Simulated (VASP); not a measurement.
# ZnSe (rocksalt type) (Fm-3m) in VASP: relaxation of cell and atoms with PBE

Aim: the relaxation of cell and atoms of ZnSe (rocksalt type) with PBE.

Program: VASP 6.6.1. These are calculated values, not measurements. Logs are shortened: lines on timing, memory, paths and dates and some standing lists are left out, and cuts for length are marked.

### Step 1. The cell of the first run

Symmetry: Fm-3m, No. 225, cubic system. Conventional cell: a = 4.988 Å, b = 4.988 Å, c = 4.988 Å, α = 90.00°, β = 90.00°, γ = 90.00°. Zn (site symmetry m-3m) has 6 Se at 2.49 Å within 3.3 Å. Se (site symmetry m-3m) has 6 Zn at 2.49 Å within 3.3 Å.

### Step 2. Relaxation of cell and atoms, PBE

File INCAR:

```
ALGO = Normal
EDIFF = 1E-7
EDIFFG = -0.005
ENCUT = 600
GGA = PE
IBRION = 2
ISIF = 3
ISMEAR = -1
LASPH = True
LCHARG = False
LREAL = False
LWAVE = False
NELM = 80
NSW = 60
PREC = Accurate
SIGMA = 0.08
```

File KPOINTS:

```
k-points
0
Gamma
  14 14 14
```

File POSCAR:

```
ZnSe
1.0
    0.0000000000      2.4940015978      2.4940015978
    2.4940015978      0.0000000000      2.4940015978
    2.4940015978      2.4940015978      0.0000000000
Zn Se
1 1
Direct
    0.0000000000      0.0000000000      0.0000000000
    0.5000000000      0.5000000000      0.5000000000
```

Potentials or basis: VASP PAW PBE potentials, release 64 (Zn, Se).

Launch:

```sh
> cat potpaw_PBE.64/Zn/POTCAR potpaw_PBE.64/Se/POTCAR > POTCAR
> mpirun -np 1 vasp_std > vasp.out
```

OUTCAR:

```text
EDIFF = 1E-7
   EDIFFG = -0.005
   ENCUT = 600
   GGA = PE
   IBRION = 2
   ISIF = 3
   ISMEAR = -1
   LASPH = True
   LREAL = False
   NELM = 80
   NSW = 60
   PREC = Accurate

 ion  position               nearest neighbor table
   1  0.000  0.000  0.000-   2 2.49   2 2.49   2 2.49   2 2.49   2 2.49   2 2.49
   2  0.500  0.500  0.500-   1 2.49   1 2.49   1 2.49   1 2.49   1 2.49   1 2.49

  LATTYP: Found a face centered cubic cell.
 ALAT       =     4.9880031956

  Lattice vectors:

 A1 = (   0.0000000000,   2.4940015978,   2.4940015978)
 A2 = (   2.4940015978,   0.0000000000,   2.4940015978)
 A3 = (   2.4940015978,   2.4940015978,   0.0000000000)

Analysis of symmetry for initial positions (statically):
=====================================================================
 Subroutine PRICEL returns:
 Original cell was already a primitive cell.

 Routine SETGRP: Setting up the symmetry group for a
 face centered cubic supercell.

 Subroutine GETGRP returns: Found 48 space group operations
 (whereof 48 operations were pure point group operations)
 out of a pool of 48 trial point group operations.

The static configuration has the point symmetry O_h .

Analysis of symmetry for dynamics (positions and initial velocities):
=====================================================================
 Subroutine PRICEL returns:
 Original cell was already a primitive cell.

 Routine SETGRP: Setting up the symmetry group for a
 face centered cubic supercell.

 Subroutine GETGRP returns: Found 48 space group operations
 (whereof 48 operations were pure point group operations)
 out of a pool of 48 trial point group operations.

The dynamic configuration has the point symmetry O_h .

 Subroutine INISYM returns: Found 48 space group operations
 (whereof 48 operations are pure point group operations),
 and found     1 'primitive' translations

----------------------------------------------------------------------------------------

                                     Primitive cell

  volume of cell :      31.0256

  direct lattice vectors                    reciprocal lattice vectors
     0.000000000  2.494001598  2.494001598    -0.200481026  0.200481026  0.200481026
     2.494001598  0.000000000  2.494001598     0.200481026 -0.200481026  0.200481026
     2.494001598  2.494001598  0.000000000     0.200481026  0.200481026 -0.200481026

  length of vectors
     3.527050884  3.527050884  3.527050884     0.347243324  0.347243324  0.347243324

  position of ions in fractional coordinates (direct lattice)
     0.000000000  0.000000000  0.000000000
     0.500000000  0.500000000  0.500000000

  ion indices of the primitive-cell ions
   primitive index   ion index
                 1           1
                 2           2

----------------------------------------------------------------------------------------

 KPOINTS: k-points

Automatic generation of k-mesh.
 Grid dimensions read from file:
 generate k-points for:   14   14   14

 Generating k-lattice:

  Cartesian coordinates                     Fractional coordinates (reciprocal lattice)
    -0.014320073  0.014320073  0.014320073     0.071428571  0.000000000  0.000000000
     0.014320073 -0.014320073  0.014320073     0.000000000  0.071428571  0.000000000
     0.014320073  0.014320073 -0.014320073     0.000000000  0.000000000  0.071428571

  Length of vectors
     0.024803095  0.024803095  0.024803095

  Shift w.r.t. Gamma in fractional coordinates (k-lattice)
     0.000000000  0.000000000  0.000000000

 Subroutine IBZKPT returns following result:
 ===========================================

 Found    104 irreducible k-points:

 Following reciprocal coordinates:
            Coordinates               Weight
  0.000000  0.000000  0.000000      1.000000
  0.071429  0.000000  0.000000      8.000000
  0.142857  0.000000  0.000000      8.000000
  0.214286  0.000000  0.000000      8.000000
  0.285714  0.000000  0.000000      8.000000
  0.357143  0.000000  0.000000      8.000000
[... 16 lines left out ...]
  0.214286  0.142857  0.000000     24.000000
  0.285714  0.142857  0.000000     24.000000
 [... further k-points ...]
   k-points           NKPTS =    104   k-points in BZ     NKDIM =    104   number of bands    NBANDS=     13
   number of dos      NEDOS =    301   number of ions     NIONS =      2
   total plane-waves  NPLWV =  21952
   dimension x,y,z NGX =    28 NGY =   28 NGZ =   28
   dimension x,y,z NGXF=    56 NGYF=   56 NGZF=   56
   ions per type =               1   1
   NGX,Y,Z   is equivalent  to a cutoff of  13.20, 13.20, 13.20 a.u.
   NGXF,Y,Z  is equivalent  to a cutoff of  26.40, 26.40, 26.40 a.u.
 SYSTEM =  unknown system
   PREC   = accura    normal or accurate (medium, high low for compatibility)
   ISTART =      0    job   : 0-new  1-cont  2-samecut
   ICHARG =      2    charge: 1-file 2-atom 10-const
   ISPIN  =      1    spin polarized calculation?
   LNONCOLLINEAR =      F non collinear calculations
   LSORBIT =      F    spin-orbit coupling
   LASPH  =      T    aspherical Exc in radial PAW
   ENCUT  =  600.0 eV  44.10 Ry    6.64 a.u.   7.04  7.04  7.04*2*pi/ulx,y,z
   NELM   =     80;   NELMIN=  2; NELMDL= -5     # of ELM steps
   EDIFF  = 0.1E-06   stopping-criterion for ELM
   LREAL  =      F    real-space projection
   EDIFFG = -.5E-02   stopping-criterion for IOM
   NSW    =     60    number of steps for IOM
   IBRION =      2    ionic relax: 0-MD 1-quasi-New 2-CG
   NFREE  =      1    steps in history (QN), initial steepest desc. (CG)
   ISIF   =      3    stress and relaxation
   ISYM   =      2    0-nonsym 1-usesym 2-fastsym
   POTIM  = 0.5000    time-step for ionic-motion
   TEBEG  =    0.0;   TEEND  =   0.0 temperature during run
   PSTRESS=    0.0 pullay stress
   NELECT =      18.0000    total number of electrons
   NUPDOWN=      -1.0000    fix difference up-down
   EMIN   =  10.00;   EMAX   =-10.00  energy-range for DOS
   EFERMI =   0.00;   METHOD = LEGACY
   ISMEAR =    -1;   SIGMA  =   0.08  broadening in eV -4-tet -1-fermi 0-gaus
   EFERMI_NEDOS =   21; number of points for ismear=-14 and -15
   IALGO  =     38    algorithm
   IMIX   =      4    mixing-type and parameters
     AMIX     =   0.40;   BMIX     =  1.00
     AMIX_MAG =   1.60;   BMIX_MAG =  1.00
  volume/ion in A,a.u.               =      15.51       104.69
  Fermi-wavevector in a.u.,A,eV,Ry     =   1.365397  2.580226 25.365463  1.864309
  Thomas-Fermi vector in A             =   2.491629
   LORBIT       =      0    0 simple, 1 ext, 2 COOP (PROOUT), +10 PAW based schemes
   GGA     = PE    functional components
   LHFCALC =     F    Hartree Fock is set to
   AEXX    =    0.0000 exact exchange contribution
   IVDW    =     0    specifies the selected vdW correction
   LEPSILON=     F    determine dielectric tensor
   LRPA    =     F    only Hartree local field effects (RPA)
 conjugate gradient relaxation of ions
 non-spin polarized calculation
  energy-cutoff  :      600.00
  volume of cell :       31.03
 maximum number of plane-waves:      1056
   NGX = 15   NGY = 15   NGZ = 15

--------------------------------------- Ionic step        1  -------------------------------------------

 number of electron      18.0000004 magnetization

 Free energy of the ion-electron system (eV)
  ---------------------------------------------------
  ext. energy  EPLUGINS =         0.00000000
  ---------------------------------------------------
  free energy    TOTEN  =        -4.90583219 eV

  energy without entropy =       -4.89486074  energy(sigma->0) =       -4.90034647

 E-fermi :   5.4511     XC(G=0): -11.4973

 val. band max:        5.4500166223   @ k =  -0.2857   0.1429   0.0000
 cond. band min:       5.4514876405   @ k =  -0.1429   0.1429   0.0000
 fundamental gap:      0.0014710181
 Fermi energy:         5.4510903051

 k-point     1 :       0.0000    0.0000    0.0000
  band No.  band energies     occupation
      1     -10.1902      2.00000
      2      -1.7835      2.00000
      3      -1.7835      2.00000
      4      -1.7645      2.00000
      5      -1.7645      2.00000
      6      -1.7645      2.00000
      7       4.7574      1.99966
      8       4.7574      1.99966
      9       4.7574      1.99966
     10       7.7255      0.00000
     11      14.0428      0.00000
     12      14.0428      0.00000
     13      14.0428      0.00000
[... 891 lines left out ...]
 POSITION                                       TOTAL-FORCE (eV/Angst)
 -----------------------------------------------------------------------------------
      2.68882      5.37763      2.68882        -0.000000      0.000000     -0.000000
      2.68882      2.68882      2.68882         0.000000     -0.000000      0.000000
 -----------------------------------------------------------------------------------
    total drift:                                0.000000      0.000000      0.000000

  FREE ENERGIE OF THE ION-ELECTRON SYSTEM (eV)
  ---------------------------------------------------
  free  energy   TOTEN  =        -5.4221296716 eV

  energy  without entropy=       -5.4090043603  energy(sigma->0) =       -5.41556702

--------------------------------------- Ionic step        5  -------------------------------------------

 number of electron      18.0000011 magnetization

 Free energy of the ion-electron system (eV)
  ---------------------------------------------------
  ext. energy  EPLUGINS =         0.00000000
  ---------------------------------------------------
  free energy    TOTEN  =        -5.42217594 eV

  energy without entropy =       -5.40907852  energy(sigma->0) =       -5.41562723

 E-fermi :   3.0685     XC(G=0): -10.3977

 val. band max:        3.0572987067   @ k =   0.5000   0.4286   0.0714
 cond. band min:       3.1018548958   @ k =  -0.2143   0.1429   0.0000
 fundamental gap:      0.0445561892
 Fermi energy:         3.0685112375

 k-point     1 :       0.0000    0.0000    0.0000
  band No.  band energies     occupation
      1     -10.6984      2.00000
      2      -3.4919      2.00000
      3      -3.4919      2.00000
      4      -3.4734      2.00000
      5      -3.4734      2.00000
      6      -3.4734      2.00000
      7       2.6116      1.99340
      8       2.6116      1.99340
      9       2.6116      1.99340
     10       3.7530      0.00038
     11      11.6606      0.00000
     12      11.6606      0.00000
     13      11.6606      0.00000
[... 390 lines left out ...]
 POSITION                                       TOTAL-FORCE (eV/Angst)
 -----------------------------------------------------------------------------------
      2.68653      0.00000      2.68653         0.000000     -0.000000     -0.000000
      2.68653      2.68653      2.68653        -0.000000      0.000000      0.000000
 -----------------------------------------------------------------------------------
    total drift:                                0.000000      0.000000      0.000000

  FREE ENERGIE OF THE ION-ELECTRON SYSTEM (eV)
  ---------------------------------------------------
  free  energy   TOTEN  =        -5.4221759418 eV

  energy  without entropy=       -5.4090785179  energy(sigma->0) =       -5.41562723

 reached required accuracy - stopping structural energy minimisation
```

Run time: 1.9 min. Hardware: 1 thread of AMD EPYC 9R45 (Zen 5), shared host; peak memory 0.18 GiB.

Results:

```
Free energy                            : -5.4222 eV
Relaxed volume                         : 19.39 Å³/atom
Relaxed cell                           : a = 3.799 Å, b = 3.799 Å, c = 3.799 Å, α = 60.00°, β = 60.00°, γ = 60.00°
Space group after relaxing (to 0.05 Å) : Fm-3m (No. 225)
Energy gained by relaxing              : 258.2 meV/atom
Ionic steps                            : 5
Pressure after relaxing                : 0.0 GPa
Band gap on the k mesh                 : zero (band 9 reaches 3.10 eV, above the bottom of band 10 at 2.06 eV)
```

The path:
```
step  energy change (eV)  largest force (eV/Å)  pressure (GPa)  volume (Å³)
   1              0.0000                0.0000           26.29        31.03
   2             -0.3988                0.0000           -6.52        43.92
   3             -0.5163                0.0000            0.13        38.71
   4             -0.5163                0.0000           -0.16        38.88
   5             -0.5163                0.0000            0.02        38.78
```

Final structure:
```yaml
crystal:
  lattice:
    - [0.00000, 2.68653, 2.68653]
    - [2.68653, 0.00000, 2.68653]
    - [2.68653, 2.68653, 0.00000]
  atoms:
    - { symbol: Zn, position: [0.00000, 0.00000, 0.00000] }
    - { symbol: Se, position: [0.50000, 0.50000, 0.50000] }
```

Caveat: the volume moved by over 15 % at a fixed basis, so the end points are rough.
